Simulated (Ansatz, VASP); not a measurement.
Two plane-wave programs on Cu

File INCAR:

```
SYSTEM = Cu
PREC = Accurate
ENCUT = 520
EDIFF = 1E-6
ISMEAR = 0
SIGMA = 0.15
LREAL = .FALSE.
LASPH = .TRUE.
NELM = 80
ALGO = Fast
ISIF = 2
LWAVE = .FALSE.
LCHARG = .TRUE.
GGA = PS
LELF = .TRUE.
LVHAR = .TRUE.
NBANDS = 12
```

The input KPOINTS:

```
Automatic mesh
0
G
  22 22 22
  0 0 0
```

Contents of POSCAR:

```
Cu
1.0
    0.0000000000      1.7532750000      1.7803875000
    1.7532750000      0.0000000000      1.7803875000
    1.7532750000      1.7532750000      0.0000000000
Cu
1
Direct
    0.0000000000      0.0000000000      0.0000000000
```

Input for Ansatz:

```yaml
crystal:
  lattice:
    - [0.0, 1.753275, 1.7803875]
    - [1.753275, 0.0, 1.7803875]
    - [1.753275, 1.753275, 0.0]
  atoms:
    - { symbol: Cu, position: [0.0, 0.0, 0.0] }
basis:
  ecutwfc: 420
kpoints:
  mp_grid: { grid: [22, 22, 22] }
hamiltonian:
  xc: pbesol
scf:
  occupations: { method: gaussian, width: 0.15 }
output:
  forces: true
  stress: true
  eigenvalues: true
```

Change from the starting cell: strain -0.030 along x and y, -0.015 along z, atoms carried along.

Alike in both runs: task single point; functional PBEsol; k mesh 22 × 22 × 22; occupations gaussian, width 0.15 eV; no spin polarisation.

|  | VASP | Ansatz |
| --- | --- | --- |
| version | VASP 6.6.1 | Ansatz 0.2.0 |
| potentials or method | VASP PAW PBE potentials, release 64 (Cu), cutoff 520 eV | scalar-relativistic, plane waves, PAW |
| valence electrons in the cell | 11 | 19 |

VASP gave:

- gap on the k mesh at the Fermi level (eV): none
- pressure (GPa): 6.8
- traceless stress, the component that is largest in VASP (GPa): -0.78

Q: Which values does Ansatz return?

A: gap on the k mesh at the Fermi level (eV): none; pressure (GPa): 6.1; traceless stress, the component that is largest in VASP (GPa): -0.77.

VASP's potentials were made for PBE, not for PBEsol. A gap of «none» marks a metal or a gap that the smearing closes. VASP's potentials hold 11 valence electrons a cell and Ansatz's 19, so a difference there can come from the potentials and not from the codes.
